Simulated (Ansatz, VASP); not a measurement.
**MnS: VASP beside Ansatz**

Contents of INCAR:

```
  ALGO = Normal
  EDIFF = 1E-6
  ENCUT = 520
  GGA = PS
  ISIF = 2
  ISMEAR = -1
  ISPIN = 2
  IVDW = 13
  LASPH = True
  LCHARG = True
  LDAU = True
  LDAUJ = 0 0
  LDAUL = 2 -1
  LDAUPRINT = 1
  LDAUTYPE = 2
  LDAUU = 4.5 0
  LELF = True
  LMAXMIX = 4
  LORBIT = 11
  LREAL = False
  LVHAR = True
  LWAVE = False
  MAGMOM = 4 0
  NBANDS = 20
  NELM = 150
  PREC = Accurate
  SIGMA = 0.1
```

The input KPOINTS:

```
k-points
0
Gamma
  9 9 9
```

The input POSCAR:

```
MnS
1.0
    0.0000000000      2.4734634191      2.4734634191
    2.4734634191      0.0000000000      2.4734634191
    2.4734634191      2.4734634191      0.0000000000
Mn S
1 1
Direct
    0.0000000000      0.0000000000      0.0000000000
    0.7500000000      0.7500000000      0.7500000000
```

Contents of input.yaml:

```yaml
crystal:
  lattice:
    - [0.0, 2.4734634191, 2.4734634191]
    - [2.4734634191, 0.0, 2.4734634191]
    - [2.4734634191, 2.4734634191, 0.0]
  atoms:
    - { symbol: Mn, position: [0.0, 0.0, 0.0], spin: 4.0 }
    - { symbol: S, position: [0.75, 0.75, 0.75] }
kpoints:
  mp_grid: { grid: [9, 9, 9] }
scf:
  occupations: { method: fermi_dirac, width: 0.1 }
hamiltonian:
  xc: pbesol
  dispersion: d4
  pseudopotentials: { kind: all_electron, lapw: { basis_error: 0.001 } }
  hubbard:
    sites: [{ species: Mn, l: d, u_eff: 4.5 }]
    double_counting: fll
    projectors: ortho-atomic
magnetization:
  spin_polarized: true
output:
  forces: true
  stress: true
  eigenvalues: true
```

Alike in both runs: task single point; functional PBEsol; dispersion D4; k mesh 9 × 9 × 9; occupations fermi-dirac, width 0.1 eV; collinear spin; Hubbard terms Mn d U = 4.5 eV.

|  | VASP | Ansatz |
| --- | --- | --- |
| version | VASP 6.6.1 | Ansatz 0.2.0 |
| potentials or method | VASP PAW PBE potentials, release 64 (Mn_pv, S), cutoff 520 eV | all-electron LAPW, scalar-relativistic |

Ansatz gave:

```
gap on the k mesh at the Fermi level (eV)                     : none
net moment per atom (μB)                                      : 2.30
size of the moment on the site where the two differ most (μB) : 0.07
```

**Question.** Which values does VASP return?

**Answer.** gap on the k mesh at the Fermi level (eV): none; net moment per atom (μB): 2.23; size of the moment on the site where the two differ most (μB): 0.00.

VASP's potentials were made for PBE, not for PBEsol. Site moments also hang on the region over which each program counts them. The programs project onto different local orbitals, so the same U acts differently, and such runs can settle in different states. A gap of «none» marks a metal or a gap that the smearing closes. Ansatz ran all-electron here, and VASP with PAW potentials.

Noted on Ansatz's run: the magnetic state may not be the lowest; U is the effective U less J, on atomic orbitals that reach past the spheres.
